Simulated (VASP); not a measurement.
A run of VASP 6.6.1:

INCAR

```
PREC     = Accurate       # precision mode
ENCUT    = 520            # plane-wave cutoff, eV
EDIFF    = 1E-6           # SCF threshold, eV
ISMEAR   = 0              # smearing method
SIGMA    = 0.02           # smearing width, eV
LREAL    = False          # projectors in reciprocal space
LASPH    = True           # aspherical terms in the spheres
NELM     = 80             # most SCF steps
ALGO     = Normal         # electronic algorithm
ISIF     = 2              # what is computed and relaxed
LWAVE    = False          # write WAVECAR
LCHARG   = False          # write CHGCAR
GGA      = PE             # functional
NBANDS   = 14             # bands
```

The input KPOINTS:

```
regular mesh
0
Gamma
  6 6 6
```

Contents of POSCAR:

```
NaI
1.0
    0.0000000000      3.2964168100      3.2964168100
    3.2964168100      0.0000000000      3.2964168100
    3.2964168100      3.2964168100      0.0000000000
Na I
1 1
Direct
    0.0000000000      0.0000000000      0.0000000000
    0.5000000000      0.5000000000      0.5000000000
```

Potentials or basis: VASP PAW PBE potentials, release 64 (Na_pv, I).

Command:

```sh
$ cat potpaw_PBE.64/Na_pv/POTCAR potpaw_PBE.64/I/POTCAR > POTCAR
$ mpirun -np 1 vasp_std > vasp.out
```

Hardware: 1 thread of Intel Xeon 8259CL, with other jobs on the host.

How long does it take, and how much memory?

It took 30 s on 1 thread of Intel Xeon 8259CL, with other jobs on the host, peak memory 0.2 GiB. Counts: scf iterations 12, k points 16.
